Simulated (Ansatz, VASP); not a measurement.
## BaTe in VASP and in Ansatz

```
Ba Te
1.0
     4.36903    0.00000    0.00000
     0.00000    4.36903    0.00000
     0.00000    0.00000    4.04934
Ba Te
1 1
Direct
  0.00000 0.00000 0.00000
  0.50000 0.50000 0.50000
```

Change from the starting cell: strain +0.025 along x and y, -0.050 along z, atoms carried along.

Alike in both runs: task single point; functional LDA; k mesh 6 × 6 × 6; occupations gaussian, width 0.05 eV; no spin polarisation.

|  | VASP | Ansatz |
| --- | --- | --- |
| version | VASP 6.6.1 | Ansatz 0.2.0 |
| potentials or method | VASP PAW LDA potentials, release 64 (Ba_sv, Te), cutoff 520 eV | scalar-relativistic, plane waves, PAW |
| valence electrons in the cell | 16 | 26 |

|  | VASP | Ansatz | Ansatz less VASP |
| --- | --- | --- | --- |
| gap on the k mesh at the Fermi level (eV) | 0.16 | 0.27 | +0.108 |
| least direct gap on the mesh (eV) | 0.17 | 0.27 | +0.101 |
| pressure (GPa) | -2.8 | -3.3 | -0.48 |
| traceless stress, the component that is largest in VASP (GPa) | 3.69 | 3.68 | -0.008 |

LDA's correlation is that of Perdew and Zunger in VASP and of Perdew and Wang (1992) in Ansatz. VASP's potentials hold 16 valence electrons a cell and Ansatz's 26, so a difference there can come from the potentials and not from the codes.

Neither program's run includes spin-orbit coupling.
